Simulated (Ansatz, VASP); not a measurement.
# SiC: VASP beside Ansatz

The input INCAR:

```
SYSTEM = SiC
PREC = Accurate ; ENCUT = 600
EDIFF = 1E-6 ; ISMEAR = -1
SIGMA = 0.02 ; LREAL = .False.
LASPH = .True. ; NELM = 120
ALGO = Normal ; ISIF = 2
LWAVE = .False. ; LCHARG = .True.
GGA = PE ; LELF = .True.
LVHAR = .True. ; NBANDS = 46
GGA_COMPAT = .False.
```

The input KPOINTS:

```
regular mesh
0
Gamma
  2 2 2
  0 0 0
```

POSCAR

```
SiC
1.0
    0.0000000000      4.3580000000      4.3580000000
    4.3580000000      0.0000000000      4.3580000000
    4.3580000000      4.3580000000      0.0000000000
Si C
8 8
Direct
    0.0000000000      0.0000000000      0.0000000000
    0.0000000000      0.0000000000      0.5000000000
    0.0000000000      0.5000000000      0.0000000000
    0.0000000000      0.5000000000      0.5000000000
    0.5000000000      0.0000000000      0.0000000000
    0.5000000000      0.0000000000      0.5000000000
    0.5000000000      0.5000000000      0.0000000000
    0.5000000000      0.5000000000      0.5000000000
    0.1250000000      0.1250000000      0.1250000000
    0.1250000000      0.1250000000      0.6250000000
    0.1250000000      0.6250000000      0.1250000000
    0.1250000000      0.6250000000      0.6250000000
    0.6250000000      0.1250000000      0.1250000000
    0.6250000000      0.1250000000      0.6250000000
    0.6250000000      0.6250000000      0.1250000000
    0.6250000000      0.6250000000      0.6250000000
```

Input for Ansatz:

```yaml
crystal:
  lattice:
    - [0.0, 2.179, 2.179]
    - [2.179, 0.0, 2.179]
    - [2.179, 2.179, 0.0]
  atoms:
    - { symbol: Si, position: [0.0, 0.0, 0.0] }
    - { symbol: C, position: [0.25, 0.25, 0.25] }
  supercell: [2, 2, 2]
basis:
  ecutwfc: 462.593566181796
kpoints:
  mp_grid:
    grid: [2, 2, 2]
hamiltonian:
  xc: pbe
  pseudopotentials:
    kind: paw
scf:
  convergence:
    dr2_threshold: 1.0e-10
  occupations:
    method: fermi_dirac
    width: 0.02
output:
  eigenvalues: true
```

Alike in both runs: task single point; functional PBE; k mesh 2 × 2 × 2; occupations fermi-dirac, width 0.02 eV; no spin polarisation.

|  | VASP | Ansatz |
| --- | --- | --- |
| version | VASP 6.6.1 | Ansatz 0.2.0 |
| potentials or method | VASP PAW PBE potentials, release 64 (Si, C), cutoff 600 eV | plane waves, PAW |
| valence electrons in the cell | 64 | 64 |

```tsv
	VASP	Ansatz	Ansatz less VASP
gap on the k mesh at the Fermi level (eV)	1.31	1.31	+0.002
```

The k mesh is coarse, so the values compare programs but aren't converged.
